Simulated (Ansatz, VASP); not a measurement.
La3F in VASP and in Ansatz

```
La F
1.0
     0.00000    3.82960    3.82960
     3.82960    0.00000    3.82960
     3.82960    3.82960    0.00000
La F
3 1
Direct
  0.25000 0.25000 0.25000
  0.75000 0.75000 0.75000
  0.00000 0.00000 0.00000
  0.50000 0.50000 0.50000
```

Alike in both runs: functional PBE; k mesh 10 × 10 × 10; occupations gaussian, width 0.1 eV; no spin polarisation.

Ansatz relaxed the structure, and its values are those at the end. VASP's run is a single point on that final structure, the one shown.

|  | VASP | Ansatz |
| --- | --- | --- |
| version | VASP 6.6.1 | Ansatz 0.2.0 |
| potentials or method | VASP PAW PBE potentials, release 64 (La, F), cutoff 520 eV | scalar-relativistic, plane waves, PAW |
| valence electrons in the cell | 40 | 40 |

VASP gave:

| Property | Result |
| --- | --- |
| gap on the k mesh at the Fermi level (eV) | none |
| pressure (GPa) | -0.1 |

**Question.** Estimate Ansatz's values.

**Answer.** gap on the k mesh at the Fermi level (eV): none; pressure (GPa): 0.0.

A gap of «none» marks a metal or a gap that the smearing closes.

Spin-orbit coupling is off throughout.
